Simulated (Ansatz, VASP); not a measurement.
## One calculation of Hf2N, two programs

Contents of INCAR:

```
ALGO = Normal ; EDIFF = 1E-6
ENCUT = 520 ; GGA = PS
ISIF = 2 ; ISMEAR = 0
LASPH = True ; LCHARG = False
LREAL = False ; LWAVE = False
NBANDS = 34 ; NELM = 60
PREC = Accurate ; SIGMA = 0.1
```

The input KPOINTS:

```
k-points
0
Gamma
  8 8 12
```

The input POSCAR:

```
Hf2N
1.0
    5.2955389254      0.0000000000      0.0000000000
    0.0000000000      5.2955389254      0.0000000000
    0.0000000000      0.0000000000      3.2274489825
Hf N
4 2
Direct
    0.2954633019      0.2954633019      0.0000000000
    0.7045366981      0.7045366981      0.0000000000
    0.7954633019      0.2045366981      0.5000000000
    0.2045366981      0.7954633019      0.5000000000
    0.0000000000      0.0000000000      0.0000000000
    0.5000000000      0.5000000000      0.5000000000
```

Input for Ansatz:

```yaml
crystal:
  lattice:
    - [5.295538926, 0.0, 0.0]
    - [0.0, 5.295538926, 0.0]
    - [0.0, 0.0, 3.2274489818]
  atoms:
    - { symbol: Hf, position: [0.2954633021, 0.2954633021, 0.0] }
    - { symbol: Hf, position: [0.7045366979, 0.7045366979, 0.0] }
    - { symbol: Hf, position: [0.7954633021, 0.2045366979, 0.5] }
    - { symbol: Hf, position: [0.2045366979, 0.7954633021, 0.5] }
    - { symbol: "N", position: [0.0, 0.0, 0.0] }
    - { symbol: "N", position: [0.5, 0.5, 0.5] }
basis:
  ecutwfc: 420
kpoints:
  mp_grid: { grid: [8, 8, 12] }
hamiltonian:
  xc: pbesol
scf:
  occupations: { method: gaussian, width: 0.1 }
output:
  forces: true
  stress: true
  eigenvalues: true
```

Alike in both runs: task single point; functional PBEsol; k mesh 8 × 8 × 12; occupations gaussian, width 0.1 eV; no spin polarisation.

```csv
,VASP,Ansatz
version,VASP 6.6.1,Ansatz 0.2.0
potentials or method,"VASP PAW PBE potentials, release 64 (Hf_pv, N), cutoff 520 eV","scalar-relativistic, plane waves, PAW"
valence electrons in the cell,50,114
```

```tsv
	VASP	Ansatz	Ansatz less VASP
gap on the k mesh at the Fermi level (eV)	none	none	-
pressure (GPa)	-1.0	0.0	+0.98
traceless stress, the component that is largest in VASP (GPa)	-0.10	0.02	+0.120
```

VASP's potentials were made for PBE, not for PBEsol. A gap of «none» marks a metal or a gap that the smearing closes. With one functional, cell and mesh, what is left measures potentials, basis and numerics. VASP's potentials hold 50 valence electrons a cell and Ansatz's 114, so a difference there can come from the potentials and not from the codes.

Spin-orbit coupling is off throughout.
